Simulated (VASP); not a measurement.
HfO2, 3 atoms in the cell. It takes space group R3m (No. 160, trigonal). Conventional cell: a = 2.685 Å, b = 2.685 Å, c = 16.398 Å, α = 90.00°, β = 90.00°, γ = 120.00°. Within 2.7 Å of Hf (site symmetry 3m) lie 6 O at 2.03 Å and 6 Hf at 2.69 Å. Within 2.7 Å of O (site symmetry 3m) lie 3 Hf at 2.03 Å and 7 O at 2.62 to 2.69 Å. Within 2.7 Å of O (site symmetry 3m) lie 3 Hf at 2.03 Å and 7 O at 2.62 to 2.69 Å. 

- Program: VASP 6.6.1
- Task: relaxation of cell and atoms
- Functional: PBEsol
- Potentials or basis: VASP PAW PBE potentials, release 64 (Hf_pv, O)
- Cutoff: 600 eV
- k mesh: 10 × 10 × 10
- Occupations: fermi-dirac, width 0.03 eV
- Spin: no spin polarisation
- Dipole correction: no
- Further INCAR settings: ALGO = Normal; EDIFF = 1e-07; IBRION = 2; EDIFFG = -0.01; NSW = 100; ISIF = 3

Potentials or basis: VASP PAW PBE potentials, release 64 (Hf_pv, O).

Run with:

```console
$ cat potpaw_PBE.64/Hf_pv/POTCAR potpaw_PBE.64/O/POTCAR > POTCAR
$ mpirun -np 1 vasp_std > vasp.out
```

Hardware: 1 thread of Intel(R) Xeon(R) 6975P-C (Granite Rapids) (shared host).

Problem. How long does it take, and how much memory?

Solution. Wall time 18 min on 1 thread of Intel(R) Xeon(R) 6975P-C (Granite Rapids), on a shared host, peak memory 0.43 GiB. Counts: scf iterations 143, k points 116, ion steps 14.
